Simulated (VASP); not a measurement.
**SiO2: relaxation of cell and atoms with PBE**

Crystal: SiO2.

```
CELL_PARAMETERS angstrom
4.23400 0.00000 0.00000
0.00000 4.23400 0.00000
0.00000 0.00000 2.69160
ATOMIC_POSITIONS crystal
Si 0.00000 0.00000 0.00000
Si 0.50000 0.50000 0.50000
O 0.30684 0.30684 0.00000
O 0.19316 0.80684 0.50000
O 0.69316 0.69316 0.00000
O 0.80684 0.19316 0.50000
```

```json
{
  "Program": "VASP 6.6.1",
  "Task": "relaxation of cell and atoms",
  "Functional": "PBE",
  "Potentials or basis": "VASP PAW PBE potentials, release 64 (Si, O)",
  "Cutoff": "600 eV",
  "k mesh": "6 × 6 × 8",
  "Occupations": "gaussian, width 0.02 eV",
  "Spin": "no spin polarisation",
  "Dipole correction": "no",
  "Further INCAR settings": "ALGO = Normal; EDIFF = 1e-07; IBRION = 2; EDIFFG = -0.01; NSW = 100; ISIF = 3"
}
```

| Quantity | Value |
| --- | --- |
| Relaxed volume | 8.03 Å³/atom |
| Relaxed cell | a = 4.231 Å, b = 4.231 Å, c = 2.693 Å, α = 90.00°, β = 90.00°, γ = 90.00° |
| Space group after relaxing (to 0.05 Å) | P4_2/mnm (No. 136) |
| Energy gained by relaxing | 0.0 meV/atom |
| Ionic steps | 4 |
| Pressure after relaxing | 0.0 GPa |
| Band gap on the k mesh | 5.04 eV, direct |

Final structure:
```
Si O
1.0
     4.23070    0.00000    0.00000
     0.00000    4.23070    0.00000
     0.00000    0.00000    2.69290
Si O
2 4
Direct
  0.00000 0.00000 0.00000
  0.50000 0.50000 0.50000
  0.30674 0.30674 0.00000
  0.19326 0.80674 0.50000
  0.69326 0.69326 0.00000
  0.80674 0.19326 0.50000
```

Levels at points of the mesh, in eV from the valence-band top:
| k point | band 12 | band 13 | band 14 | band 15 | band 16 | band 17 | band 18 | band 19 | band 20 |
| --- | --- | --- | --- | --- | --- | --- | --- | --- | --- |
| (0.00, 0.00, 0.00) | -3.03 | -2.50 | -0.85 | -0.85 | 0.00 | 5.04 | 6.59 | 8.27 | 8.27 |
| (0.50, 0.00, 0.00) | -3.71 | -2.62 | -2.62 | -1.04 | -1.04 | 7.30 | 7.30 | 8.87 | 8.87 |
| (0.50, 0.50, 0.00) | -3.15 | -2.55 | -2.55 | -2.17 | -2.17 | 7.02 | 7.02 | 9.77 | 9.77 |
| (0.00, 0.00, 0.50) | -4.48 | -2.89 | -2.89 | -2.57 | -2.57 | 8.65 | 8.65 | 12.25 | 12.26 |
| (0.50, 0.00, 0.50) | -3.81 | -2.21 | -2.21 | -1.67 | -1.67 | 8.44 | 8.44 | 9.47 | 9.47 |
| (0.50, 0.50, 0.50) | -4.35 | -1.72 | -1.72 | -1.47 | -1.47 | 6.81 | 6.81 | 10.72 | 10.72 |

It took 72 s on 1 thread of Intel(R) Xeon(R) Platinum 8375C CPU @ 2.90GHz (Ice Lake), with other jobs on the host, peak memory 0.19 GiB.

A k mesh can miss the band edges.
